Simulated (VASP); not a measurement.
# CdSe (Cadmoselite) (P6_3mc) in VASP: further runs, part 2 of 2

VASP 6.6.1. Earlier steps stand in the parts before.

### Step 3. Single point, PBEsol (volume scaled by 1.06)

Contents of INCAR:

```
PREC = Accurate
ENCUT = 520
EDIFF = 1E-6
ISMEAR = -1
SIGMA = 0.05
LREAL = False
LASPH = True
NELM = 60
ALGO = Normal
ISIF = 2
LWAVE = False
LCHARG = False
GGA = PS
NBANDS = 26
```

Contents of KPOINTS:

```
Automatic mesh
0
Gamma
  7 7 4
```

Contents of POSCAR:

```
CdSe
1.0
    4.3843351364      0.0000000000      0.0000000000
   -2.1921675682      3.7969456069      0.0000000000
    0.0000000000      0.0000000000      7.1576820134
Cd Se
2 2
Direct
    0.6666666667      0.3333333333      0.5000000000
    0.3333333333      0.6666666667      0.0000000000
    0.6666666667      0.3333333333      0.8850000000
    0.3333333333      0.6666666667      0.3850000000
```

Potentials or basis: VASP PAW PBE potentials, release 64 (Cd, Se).

The run is started by

```sh
> cat potpaw_PBE.64/Cd/POTCAR potpaw_PBE.64/Se/POTCAR > POTCAR
> mpirun -np 1 vasp_std > vasp.out
```

OUTCAR:

```text
PREC = Accurate
   ENCUT = 520
   EDIFF = 1E-6
   ISMEAR = -1
   LREAL = False
   LASPH = True
   NELM = 60
   ISIF = 2
   GGA = PS

 ion  position               nearest neighbor table
   1  0.667  0.333  0.500-   4 2.66   4 2.66   4 2.66   3 2.76
   2  0.333  0.667  0.000-   3 2.66   3 2.66   3 2.66   4 2.76
   3  0.667  0.333  0.885-   2 2.66   2 2.66   2 2.66   1 2.76
   4  0.333  0.667  0.385-   1 2.66   1 2.66   1 2.66   2 2.76

  LATTYP: Found a hexagonal cell.
 ALAT       =     4.3843351364
 C/A-ratio  =     1.6325581395

  Lattice vectors:

 A1 = (   4.3843351364,   0.0000000000,   0.0000000000)
 A2 = (  -2.1921675682,   3.7969456069,   0.0000000000)
 A3 = (   0.0000000000,   0.0000000000,   7.1576820134)

Analysis of symmetry for initial positions (statically):
=====================================================================
 Subroutine PRICEL returns:
 Original cell was already a primitive cell.

 Routine SETGRP: Setting up the symmetry group for a
 hexagonal supercell.

 Subroutine GETGRP returns: Found 12 space group operations
 (whereof  6 operations were pure point group operations)
 out of a pool of 24 trial point group operations.

The static configuration has the point symmetry C_3v.
 The point group associated with its full space group is C_6v.

Analysis of symmetry for dynamics (positions and initial velocities):
=====================================================================
 Subroutine PRICEL returns:
 Original cell was already a primitive cell.

 Routine SETGRP: Setting up the symmetry group for a
 hexagonal supercell.

 Subroutine GETGRP returns: Found 12 space group operations
 (whereof  6 operations were pure point group operations)
 out of a pool of 24 trial point group operations.

The dynamic configuration has the point symmetry C_3v.
 The point group associated with its full space group is C_6v.

 Subroutine INISYM returns: Found 12 space group operations
 (whereof  6 operations are pure point group operations),
 and found     1 'primitive' translations

----------------------------------------------------------------------------------------

                                     Primitive cell

  volume of cell :     119.1545

  direct lattice vectors                    reciprocal lattice vectors
     4.384335136  0.000000000  0.000000000     0.228084754  0.131684794  0.000000000
    -2.192167568  3.796945607  0.000000000     0.000000000  0.263369588  0.000000000
     0.000000000  0.000000000  7.157682013     0.000000000  0.000000000  0.139710034

  length of vectors
     4.384335136  4.384335136  7.157682013     0.263369588  0.263369588  0.139710034

  position of ions in fractional coordinates (direct lattice)
     0.666666667  0.333333333  0.500000000
     0.333333333  0.666666667  0.000000000
     0.666666667  0.333333333  0.885000000
     0.333333333  0.666666667  0.385000000

  ion indices of the primitive-cell ions
   primitive index   ion index
                 1           1
                 2           2
                 3           3
                 4           4

----------------------------------------------------------------------------------------

 KPOINTS: Automatic mesh

Automatic generation of k-mesh.
 Grid dimensions read from file:
 generate k-points for:    7    7    4

 Generating k-lattice:

  Cartesian coordinates                     Fractional coordinates (reciprocal lattice)
     0.032583536  0.018812113  0.000000000     0.142857143  0.000000000  0.000000000
     0.000000000  0.037624227  0.000000000     0.000000000  0.142857143  0.000000000
     0.000000000  0.000000000  0.034927509     0.000000000  0.000000000  0.250000000

  Length of vectors
     0.037624227  0.037624227  0.034927509

  Shift w.r.t. Gamma in fractional coordinates (k-lattice)
     0.000000000  0.000000000  0.000000000

 Subroutine IBZKPT returns following result:
 ===========================================

 Found     24 irreducible k-points:

 Following reciprocal coordinates:
            Coordinates               Weight
  0.000000  0.000000  0.000000      1.000000
  0.142857  0.000000  0.000000      6.000000
  0.285714  0.000000  0.000000      6.000000
  0.428571  0.000000  0.000000      6.000000
  0.142857  0.142857  0.000000      6.000000
  0.285714  0.142857  0.000000     12.000000
[... 16 lines left out ...]
  0.428571  0.142857  0.500000      6.000000
  0.285714  0.285714  0.500000      6.000000
   k-points           NKPTS =     24   k-points in BZ     NKDIM =     24   number of bands    NBANDS=     26
   number of dos      NEDOS =    301   number of ions     NIONS =      4
   total plane-waves  NPLWV =  69984
   dimension x,y,z NGX =    36 NGY =   36 NGZ =   54
   dimension x,y,z NGXF=    72 NGYF=   72 NGZF=  108
   ions per type =               2   2
   NGX,Y,Z   is equivalent  to a cutoff of  13.65, 13.65, 12.54 a.u.
   NGXF,Y,Z  is equivalent  to a cutoff of  27.30, 27.30, 25.08 a.u.
 SYSTEM =  unknown system
   PREC   = accura    normal or accurate (medium, high low for compatibility)
   ISTART =      0    job   : 0-new  1-cont  2-samecut
   ICHARG =      2    charge: 1-file 2-atom 10-const
   ISPIN  =      1    spin polarized calculation?
   LNONCOLLINEAR =      F non collinear calculations
   LSORBIT =      F    spin-orbit coupling
   LASPH  =      T    aspherical Exc in radial PAW
   ENCUT  =  520.0 eV  38.22 Ry    6.18 a.u.   8.15  8.15 13.31*2*pi/ulx,y,z
   NELM   =     60;   NELMIN=  2; NELMDL= -5     # of ELM steps
   EDIFF  = 0.1E-05   stopping-criterion for ELM
   LREAL  =      F    real-space projection
   EDIFFG = 0.1E-04   stopping-criterion for IOM
   NSW    =      0    number of steps for IOM
   IBRION =     -1    ionic relax: 0-MD 1-quasi-New 2-CG
   NFREE  =      0    steps in history (QN), initial steepest desc. (CG)
   ISIF   =      2    stress and relaxation
   ISYM   =      2    0-nonsym 1-usesym 2-fastsym
   POTIM  = 0.5000    time-step for ionic-motion
   TEBEG  =    0.0;   TEEND  =   0.0 temperature during run
   PSTRESS=    0.0 pullay stress
   NELECT =      36.0000    total number of electrons
   NUPDOWN=      -1.0000    fix difference up-down
   EMIN   =  10.00;   EMAX   =-10.00  energy-range for DOS
   EFERMI =   0.00;   METHOD = LEGACY
   ISMEAR =    -1;   SIGMA  =   0.05  broadening in eV -4-tet -1-fermi 0-gaus
   EFERMI_NEDOS =   21; number of points for ismear=-14 and -15
   IALGO  =     38    algorithm
   IMIX   =      4    mixing-type and parameters
     AMIX     =   0.40;   BMIX     =  1.00
     AMIX_MAG =   1.60;   BMIX_MAG =  1.00
  volume/ion in A,a.u.               =      29.79       201.02
  Fermi-wavevector in a.u.,A,eV,Ry     =   1.098514  2.075890 16.418591  1.206732
  Thomas-Fermi vector in A             =   2.234893
   LORBIT       =      0    0 simple, 1 ext, 2 COOP (PROOUT), +10 PAW based schemes
   GGA     = PS    functional components
   LHFCALC =     F    Hartree Fock is set to
   AEXX    =    0.0000 exact exchange contribution
   IVDW    =     0    specifies the selected vdW correction
   LEPSILON=     F    determine dielectric tensor
   LRPA    =     F    only Hartree local field effects (RPA)
 non-spin polarized calculation
  energy-cutoff  :      520.00
  volume of cell :      119.15
 maximum number of plane-waves:      3230
 NGX is ok and might be reduce to    36
   NGX = 17   NGY = 17   NGZ = 27

 number of electron      36.0000014 magnetization

 Free energy of the ion-electron system (eV)
  ---------------------------------------------------
  ext. energy  EPLUGINS =         0.00000000
  ---------------------------------------------------
  free energy    TOTEN  =       -12.29088518 eV

  energy without entropy =      -12.29075616  energy(sigma->0) =      -12.29082067

 E-fermi :   0.6279     XC(G=0):  -8.8296

 val. band max:        0.3624551900   @ k =   0.0000   0.0000   0.0000
 cond. band min:       0.8201036585   @ k =   0.0000   0.0000   0.0000
 fundamental gap:      0.4576484685
 Fermi energy:         0.6279244527

 k-point     1 :       0.0000    0.0000    0.0000
  band No.  band energies     occupation
      1     -11.9488      2.00000
      2     -11.6243      2.00000
      3      -7.3683      2.00000
      4      -7.3683      2.00000
      5      -7.3206      2.00000
      6      -7.3206      2.00000
[... 685 lines left out ...]
     25       8.2267      0.00000
     26       8.2267      0.00000

------------------------ aborting loop because EDIFF is reached ----------------------------------------

  FORCE on cell =-STRESS in cart. coord.  units (eV):
  Direction    XX          YY          ZZ          XY          YZ          ZX
  --------------------------------------------------------------------------------------
  -------------------------------------------------------------------------------------
  Total       -1.3633279     -1.3633279     -2.2882066      0.0000000      0.0000000      0.0000000
  in kB      -18.3316010    -18.3316010    -30.7677188      0.0000000      0.0000000      0.0000000
  external PRESSURE =     -22.4769736 kB  Pullay stress =       0.0000000 kB

 VOLUME and BASIS-vectors are now :
 -----------------------------------------------------------------------------
  energy-cutoff  :      520.00
  volume of cell :      119.15
      direct lattice vectors                 reciprocal lattice vectors
     4.384335136  0.000000000  0.000000000     0.228084754  0.131684794  0.000000000
    -2.192167568  3.796945607  0.000000000     0.000000000  0.263369588  0.000000000
     0.000000000  0.000000000  7.157682013     0.000000000  0.000000000  0.139710034

 POSITION                                       TOTAL-FORCE (eV/Angst)
 -----------------------------------------------------------------------------------
      2.19217      1.26565      3.57884         0.000000      0.000000      0.218138
     -0.00000      2.53130      0.00000        -0.000000     -0.000000      0.218138
      2.19217      1.26565      6.33455        -0.000000     -0.000000     -0.218138
     -0.00000      2.53130      2.75571         0.000000      0.000000     -0.218138
 -----------------------------------------------------------------------------------
    total drift:                               -0.000000      0.000000      0.000196

  FREE ENERGIE OF THE ION-ELECTRON SYSTEM (eV)
  ---------------------------------------------------
  free  energy   TOTEN  =       -12.2908851791 eV

  energy  without entropy=      -12.2907561622  energy(sigma->0) =      -12.29082067
```

It took 69 s on 1 thread of AMD EPYC 7R13 (Zen 3), shared host; peak memory 0.24 GiB.

Results:

```yaml
Free_energy: -12.2909 eV
Pressure: -2.2 GPa
Largest_force: 0.218 eV/Å
Band_gap_on_the_k_mesh: 0.46 eV, direct
```

Forces in eV/Å, atoms in the order of the input:
```
Cd   0.000  0.000  0.218
Cd   0.000  0.000  0.218
Se   0.000  0.000 -0.218
Se   0.000  0.000 -0.218
```

Stress tensor (GPa, compression positive):
```
-1.83  0.00  0.00
 0.00 -1.83  0.00
 0.00  0.00 -3.08
```

Levels at points of the mesh, in eV from the valence-band top:
```
           k point  band 14  band 15  band 16  band 17  band 18  band 19  band 20  band 21  band 22  band 23
(0.00, 0.00, 0.00)    -0.66    -0.66     0.00     0.00     0.00     0.46     1.95     5.79     5.79     6.04
(0.00, 0.00, 0.50)    -2.47    -0.34    -0.34    -0.34    -0.34     2.13     2.13     5.64     5.64     6.16
```

Caveat: the PAW data sets were made with another functional, which shifts forces and pressure a little.
